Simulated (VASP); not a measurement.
# ZnS (Cm) in VASP: further runs

Runs on ZnS. Level: PBE. Tasks: single point.

Program: VASP 6.6.1. These are calculated values, not measurements. Logs are shortened: lines on timing, memory, paths and dates and some standing lists are left out, and cuts for length are marked.

### Step 1. The cell of the first run

Symmetry: Cm, No. 8, monoclinic system. Conventional cell: a = 6.601 Å, b = 3.811 Å, c = 6.234 Å, α = 90.00°, β = 90.00°, γ = 90.00°. Within 2.8 Å of Zn (site symmetry m) lie 4 S at 2.08 to 2.49 Å. Within 2.9 Å of Zn (site symmetry m) lie 4 S at 2.23 to 2.61 Å. Within 2.9 Å of S (site symmetry m) lie 4 Zn at 2.23 to 2.61 Å. S (site symmetry m) has 4 Zn at 2.08 to 2.49 Å within 2.8 Å.

### Step 2. Single point, PBE

INCAR reads:

```
PREC = Accurate
ENCUT = 520
EDIFF = 1E-7
ISMEAR = -1
SIGMA = 0.02
LREAL = F
LASPH = T
NELM = 60
ALGO = Normal
ISIF = 2
LWAVE = F
LCHARG = F
GGA = PE
NBANDS = 26
```

KPOINTS reads:

```
regular mesh
0
Gamma
  12 12 6
```

POSCAR reads:

```
ZnS
1.0
    3.8109987816      0.0000000000      0.0000000000
   -1.9054993908      3.3004217586      0.0000000000
    0.0000000000      0.0000000000      6.2340000000
Zn S
2 2
Direct
    0.3333333333      0.6666666667      0.0000000000
    0.6666666667      0.3333333333      0.5000000000
    0.4197589053      0.7098794526      0.3700915888
    0.7530922386      0.3765461193      0.8700915888
```

Potentials or basis: VASP PAW PBE potentials, release 64 (Zn, S).

On the command line:

```
$ cat potpaw_PBE.64/Zn/POTCAR potpaw_PBE.64/S/POTCAR > POTCAR
$ mpirun -np 1 vasp_std > vasp.out
```

OUTCAR:

```text
PREC = Accurate
   ENCUT = 520
   EDIFF = 1E-7
   ISMEAR = -1
   LREAL = F
   LASPH = T
   NELM = 60
   ISIF = 2
   GGA = PE

 ion  position               nearest neighbor table
   1  0.333  0.667  0.000-   4 2.08   3 2.32   4 2.49   4 2.49
   2  0.667  0.333  0.500-   3 2.23   3 2.23   4 2.32   3 2.61
   3  0.420  0.710  0.370-   2 2.23   2 2.23   1 2.32   2 2.61
   4  0.753  0.377  0.870-   1 2.08   2 2.32   1 2.49   1 2.49

  LATTYP: Found a hexagonal cell.
 ALAT       =     3.8109987816
 C/A-ratio  =     1.6357916539

  Lattice vectors:

 A1 = (   3.8109987816,   0.0000000000,   0.0000000000)
 A2 = (  -1.9054993908,   3.3004217586,   0.0000000000)
 A3 = (   0.0000000000,   0.0000000000,   6.2340000000)

Analysis of symmetry for initial positions (statically):
=====================================================================
 Subroutine PRICEL returns:
 Original cell was already a primitive cell.

 Routine SETGRP: Setting up the symmetry group for a
 hexagonal supercell.

 Subroutine GETGRP returns: Found  2 space group operations
 (whereof  2 operations were pure point group operations)
 out of a pool of 24 trial point group operations.

The static configuration has the point symmetry C_1h.

Analysis of symmetry for dynamics (positions and initial velocities):
=====================================================================
 Subroutine PRICEL returns:
 Original cell was already a primitive cell.

 Routine SETGRP: Setting up the symmetry group for a
 hexagonal supercell.

 Subroutine GETGRP returns: Found  2 space group operations
 (whereof  2 operations were pure point group operations)
 out of a pool of 24 trial point group operations.

The dynamic configuration has the point symmetry C_1h.

 Subroutine INISYM returns: Found  2 space group operations
 (whereof  2 operations are pure point group operations),
 and found     1 'primitive' translations

----------------------------------------------------------------------------------------

                                     Primitive cell

  volume of cell :      78.4106

  direct lattice vectors                    reciprocal lattice vectors
     3.810998782  0.000000000  0.000000000     0.262398405  0.151495789  0.000000000
[... 86 lines left out ...]
   LSORBIT =      F    spin-orbit coupling
   LASPH  =      T    aspherical Exc in radial PAW
   ENCUT  =  520.0 eV  38.22 Ry    6.18 a.u.   7.09  7.09 11.59*2*pi/ulx,y,z
   NELM   =     60;   NELMIN=  2; NELMDL= -5     # of ELM steps
   EDIFF  = 0.1E-06   stopping-criterion for ELM
   LREAL  =      F    real-space projection
   EDIFFG = 0.1E-05   stopping-criterion for IOM
   NSW    =      0    number of steps for IOM
   IBRION =     -1    ionic relax: 0-MD 1-quasi-New 2-CG
   NFREE  =      0    steps in history (QN), initial steepest desc. (CG)
   ISIF   =      2    stress and relaxation
   ISYM   =      2    0-nonsym 1-usesym 2-fastsym
   POTIM  = 0.5000    time-step for ionic-motion
   TEBEG  =    0.0;   TEEND  =   0.0 temperature during run
   PSTRESS=    0.0 pullay stress
   NELECT =      36.0000    total number of electrons
   NUPDOWN=      -1.0000    fix difference up-down
   EMIN   =  10.00;   EMAX   =-10.00  energy-range for DOS
   EFERMI =   0.00;   METHOD = LEGACY
   ISMEAR =    -1;   SIGMA  =   0.02  broadening in eV -4-tet -1-fermi 0-gaus
   EFERMI_NEDOS =   21; number of points for ismear=-14 and -15
   IALGO  =     38    algorithm
   IMIX   =      4    mixing-type and parameters
     AMIX     =   0.40;   BMIX     =  1.00
     AMIX_MAG =   1.60;   BMIX_MAG =  1.00
  volume/ion in A,a.u.               =      19.60       132.29
  Fermi-wavevector in a.u.,A,eV,Ry     =   1.262944  2.386617 21.701656  1.595027
  Thomas-Fermi vector in A             =   2.396326
   LORBIT       =      0    0 simple, 1 ext, 2 COOP (PROOUT), +10 PAW based schemes
   GGA     = PE    functional components
   LHFCALC =     F    Hartree Fock is set to
   AEXX    =    0.0000 exact exchange contribution
   IVDW    =     0    specifies the selected vdW correction
   LEPSILON=     F    determine dielectric tensor
   LRPA    =     F    only Hartree local field effects (RPA)
 non-spin polarized calculation
  energy-cutoff  :      520.00
  volume of cell :       78.41
 maximum number of plane-waves:      2133
   NGX = 15   NGY = 15   NGZ = 23

 number of electron      35.9999975 magnetization

 Free energy of the ion-electron system (eV)
  ---------------------------------------------------
  ext. energy  EPLUGINS =         0.00000000
  ---------------------------------------------------
  free energy    TOTEN  =       -13.17784657 eV

  energy without entropy =      -13.17784657  energy(sigma->0) =      -13.17784657

 E-fermi :   2.6247     XC(G=0):  -9.6530

 val. band max:        2.2609398203   @ k =   0.0000   0.0000   0.0000
 cond. band min:       4.4245593585   @ k =   0.0000   0.0000   0.0000
 fundamental gap:      2.1636195382
 Fermi energy:         2.6247169924

 k-point     1 :       0.0000    0.0000    0.0000
  band No.  band energies     occupation
      1     -11.1013      2.00000
      2     -10.1520      2.00000
      3      -4.5091      2.00000
      4      -4.3566      2.00000
      5      -4.3485      2.00000
      6      -4.1805      2.00000
[... 685 lines left out ...]
     25      11.1201      0.00000
     26      11.9265      0.00000

 [... further k-points ...]

------------------------ aborting loop because EDIFF is reached ----------------------------------------

  FORCE on cell =-STRESS in cart. coord.  units (eV):
  Direction    XX          YY          ZZ          XY          YZ          ZX
  --------------------------------------------------------------------------------------
  -------------------------------------------------------------------------------------
  Total        3.2367744      2.2746017      1.9737405      0.8332660      1.2219446      2.1164686
  in kB       66.1375296     46.4773006     40.3297552     17.0262578     24.9681892     43.2461414
  external PRESSURE =      50.9815284 kB  Pullay stress =       0.0000000 kB

 VOLUME and BASIS-vectors are now :
 -----------------------------------------------------------------------------
  energy-cutoff  :      520.00
  volume of cell :       78.41
      direct lattice vectors                 reciprocal lattice vectors
     3.810998782  0.000000000  0.000000000     0.262398405  0.151495789  0.000000000
    -1.905499391  3.300421759  0.000000000     0.000000000  0.302991579  0.000000000
     0.000000000  0.000000000  6.234000000     0.000000000  0.000000000  0.160410651

 POSITION                                       TOTAL-FORCE (eV/Angst)
 -----------------------------------------------------------------------------------
     -0.00000      2.20028      0.00000         2.259529      1.304540      0.559414
      1.90550      1.10014      3.11700         0.924075      0.533515      0.239732
      0.24703      2.34290      2.30715        -0.873421     -0.504270     -0.259940
      2.15253      1.24276      5.42415        -2.310183     -1.333785     -0.539206
 -----------------------------------------------------------------------------------
    total drift:                                0.000264      0.000150      0.000132

  FREE ENERGIE OF THE ION-ELECTRON SYSTEM (eV)
  ---------------------------------------------------
  free  energy   TOTEN  =       -13.1778465724 eV

  energy  without entropy=      -13.1778465723  energy(sigma->0) =      -13.17784657
```

It took 3 min on 1 thread of Intel Xeon 6975P-C (Granite Rapids), shared host; peak memory 0.48 GiB.

What came out:

```yaml
Free_energy: -13.1778 eV
Pressure: 5.1 GPa
Largest_force: 2.722 eV/Å
Band_gap_on_the_k_mesh: 2.16 eV
```

Forces on the atoms (eV/Å):
```
Zn   2.260  1.305  0.559
Zn   0.924  0.534  0.240
S   -0.873 -0.504 -0.260
S   -2.310 -1.334 -0.539
```

Stress tensor (GPa, compression positive):
```
6.61 1.70 4.32
1.70 4.65 2.50
4.32 2.50 4.03
```

Caveat: the cell differs from its parent crystal (all S atoms moved -0.300 Å, as atom 3 towards its neighbour atom 2 (Zn) at 2.314 Å); the cell stands under pressure; forces of over 1 eV/Å act on the atoms, so gaps and moduli don't describe the material at rest.

### Step 3. Single point, PBE

INCAR reads:

```
SYSTEM = ZnS
ALGO = Normal ; EDIFF = 1E-7
ENCUT = 520 ; GGA = PE
ISIF = 2 ; ISMEAR = -1
LASPH = .TRUE. ; LCHARG = .FALSE.
LREAL = .FALSE. ; LWAVE = .FALSE.
NBANDS = 26 ; NELM = 100
PREC = Accurate ; SIGMA = 0.02
```

KPOINTS reads:

```
k-points
0
G
  12 12 6
  0 0 0
```

Edit POSCAR of step 2 so:

```diff
@@ -10,3 +10,3 @@
     0.6666666667      0.3333333333      0.5000000000
-    0.4197589053      0.7098794526      0.3700915888
-    0.7530922386      0.3765461193      0.8700915888
+    0.2685141544      0.6342570772      0.3961813084
+    0.6018474877      0.3009237439      0.8961813084
```

Potentials or basis: VASP PAW PBE potentials, release 64 (Zn, S).

On the command line:

```
$ cat potpaw_PBE.64/Zn/POTCAR potpaw_PBE.64/S/POTCAR > POTCAR
$ mpirun -np 1 vasp_std > vasp.out
```

It took 3.1 min on 1 thread of Intel Xeon 6975P-C (Granite Rapids), shared host; peak memory 0.49 GiB.

The run converged. Its results:

```yaml
Free_energy: -13.2201 eV
Pressure: 5.0 GPa
Largest_force: 2.577 eV/Å
Band_gap_on_the_k_mesh: 2.23 eV
```

Forces in eV/Å, atoms in the order of the input:
```
Zn  -1.052 -0.607  0.802
Zn  -2.058 -1.188  0.942
S    2.080  1.201 -0.935
S    1.030  0.595 -0.809
```

Stress tensor (GPa, compression positive):
```
 7.80  1.22 -3.23
 1.22  6.39 -1.87
-3.23 -1.87  0.77
```

Levels at points of the mesh, in eV from the valence-band top:
```csv
k point,band 14,band 15,band 16,band 17,band 18,band 19,band 20,band 21,band 22,band 23
"(0.00, 0.00, 0.00)",-1.03,-1.00,-0.09,-0.04,0.00,2.23,2.83,6.11,6.17,6.56
"(0.50, 0.00, 0.00)",-4.20,-3.07,-2.37,-1.54,-1.19,3.37,4.28,5.12,7.28,7.30
"(0.00, 0.50, 0.00)",-4.34,-3.14,-2.21,-1.64,-1.00,3.38,4.17,5.00,7.27,7.32
"(0.00, 0.00, 0.50)",-2.75,-0.88,-0.84,-0.24,-0.22,3.39,3.41,6.14,6.17,6.69
"(0.50, 0.00, 0.50)",-4.66,-1.89,-1.75,-1.67,-1.32,3.21,3.95,4.56,5.37,8.95
"(0.00, 0.50, 0.50)",-4.84,-1.91,-1.86,-1.42,-1.30,3.37,3.73,4.71,5.10,9.07
```

Caveat: the cell differs from its parent crystal (all S atoms moved +0.225 Å, as atom 3 towards its neighbour atom 2 (Zn) at 2.314 Å); the stress differs along the axes, from 1 to 8 GPa; forces of over 1 eV/Å act on the atoms, so gaps and moduli don't describe the material at rest. A k mesh can miss the band edges.

### Step 4. Single point, PBE

INCAR reads:

```
PREC = Accurate ; ENCUT = 520
EDIFF = 1E-7 ; ISMEAR = -1
SIGMA = 0.02 ; LREAL = F
LASPH = T ; NELM = 100
ALGO = Normal ; ISIF = 2
LWAVE = F ; LCHARG = F
GGA = PE ; NBANDS = 26
```

KPOINTS reads:

```
Automatic mesh
0
Gamma
  12 12 6
```

Edit POSCAR of step 3 so:

```diff
@@ -10,3 +10,3 @@
     0.6666666667      0.3333333333      0.5000000000
-    0.2685141544      0.6342570772      0.3961813084
-    0.6018474877      0.3009237439      0.8961813084
+    0.2901205474      0.6450602737      0.3924542056
+    0.6234538807      0.3117269403      0.8924542056
```

On the command line:

```
$ cat potpaw_PBE.64/Zn/POTCAR potpaw_PBE.64/S/POTCAR > POTCAR
$ mpirun -np 1 vasp_std > vasp.out
```

Wall time 7.4 min (1 thread of Oxide Virtual Turin-like, shared host); peak memory 0.46 GiB.

Results (log left out):

| Item | Value |
| --- | --- |
| Free energy | -13.4602 eV |
| Pressure | 3.6 GPa |
| Largest force | 1.507 eV/Å |
| Band gap on the k mesh | 2.22 eV |

Forces in eV/Å, atoms in the order of the input:
```
Zn  -0.750 -0.433  0.611
Zn  -1.167 -0.674  0.652
S    1.177  0.680 -0.649
S    0.740  0.427 -0.613
```

Stress tensor (GPa, compression positive):
```
 5.40  0.51 -2.03
 0.51  4.81 -1.17
-2.03 -1.17  0.68
```

Levels at points of the mesh, in eV from the valence-band top:
| k point | band 14 | band 15 | band 16 | band 17 | band 18 | band 19 | band 20 | band 21 | band 22 | band 23 |
| --- | --- | --- | --- | --- | --- | --- | --- | --- | --- | --- |
| (0.00, 0.00, 0.00) | -0.95 | -0.94 | -0.08 | -0.05 | 0.00 | 2.22 | 2.87 | 6.19 | 6.22 | 6.57 |
| (0.50, 0.00, 0.00) | -4.25 | -3.11 | -2.33 | -1.54 | -1.12 | 3.47 | 4.25 | 5.14 | 7.24 | 7.32 |
| (0.00, 0.50, 0.00) | -4.32 | -3.14 | -2.26 | -1.60 | -1.03 | 3.47 | 4.20 | 5.08 | 7.25 | 7.32 |
| (0.00, 0.00, 0.50) | -2.76 | -0.73 | -0.72 | -0.30 | -0.30 | 3.43 | 3.43 | 6.32 | 6.32 | 6.72 |
| (0.50, 0.00, 0.50) | -4.75 | -1.81 | -1.72 | -1.63 | -1.40 | 3.34 | 3.84 | 4.75 | 5.29 | 8.95 |
| (0.00, 0.50, 0.50) | -4.87 | -1.83 | -1.80 | -1.48 | -1.39 | 3.45 | 3.70 | 4.86 | 5.12 | 9.04 |

Caveat: the cell differs from its parent crystal (all S atoms moved +0.150 Å, as atom 3 towards its neighbour atom 2 (Zn) at 2.314 Å); the cell stands under pressure; forces of over 1 eV/Å act on the atoms, so gaps and moduli don't describe the material at rest.

### Step 5. Summary

```tsv
cell	gap on the mesh (eV)	pressure (GPa)	largest force (eV/Å)
as given, atomic positions A	2.16	5.1	2.72
as given, atomic positions B	2.23	5.0	2.58
as given, atomic positions C	2.22	3.6	1.51
```

Alike in all rows: task single point; level PBE; potentials or basis VASP PAW PBE potentials, release 64 (Zn, S); no spin polarisation; k mesh 12 × 12 × 6; cutoff (eV) 520; smearing fermi-dirac 0.02 eV.

Caveats: forces of over 1 eV/Å act on the atoms, so gaps and moduli don't describe the material at rest; the cell stands under pressure (at least some runs); the stress differs along the axes, from 1 to 8 GPa (at least some runs).

Total energies depend on the potentials used, so only differences within one code and one set of settings carry meaning.
